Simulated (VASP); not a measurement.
A run of VASP 6.6.1 is set up as follows.

File INCAR:

```
ALGO = Normal
EDIFF = 1E-6
ENCUT = 700
GGA = PS
GGA_COMPAT = False
ISIF = 2
ISMEAR = -1
LASPH = True
LCHARG = True
LELF = True
LREAL = False
LVHAR = True
LWAVE = False
NBANDS = 40
NELM = 120
PREC = Accurate
SIGMA = 0.05
```

File KPOINTS:

```
k-points
0
Gamma
  8 8 5
```

The input POSCAR:

```
CuO2
1.0
    1.3843627000     -5.1065320600      0.0000000000
    1.3843627000      5.1065320600      0.0000000000
    0.0000000000      0.0000000000      4.3434240000
Cu O
2 4
Direct
    0.1672530000      0.8327470000      0.7500000000
    0.8327470000      0.1672530000      0.2500000000
    0.7889700000      0.2110300000      0.7500000000
    0.2110300000      0.7889700000      0.2500000000
    0.5514860000      0.4485140000      0.7500000000
    0.4485140000      0.5514860000      0.2500000000
```

Potentials or basis: VASP PAW PBE potentials, release 64 (Cu_sv_GW, O).

Launch:

```sh
$ cat potpaw_PBE.64/Cu_sv_GW/POTCAR potpaw_PBE.64/O/POTCAR > POTCAR
$ mpirun -np 1 vasp_std > vasp.out
```

Q: What does it give for the largest force?

A: 0.242 eV/Å.

Q: Estimate the band gap on the k mesh.

A: Zero (band 31 reaches 3.00 eV, above the bottom of band 32 at 2.71 eV).

Stress tensor (GPa, compression positive):
```
-2.24  0.00  0.00
 0.00 -2.58  0.00
 0.00  0.00 -4.90
```

Caveat: the PAW data sets were made with another functional, which shifts forces and pressure a little; semilocal functionals often make such compounds metallic where correlation or magnetic order opens a gap, which also shifts bond lengths. With open d or f shells a metallic result of PBEsol can be an artefact of self-interaction; +U or a hybrid may open a gap.
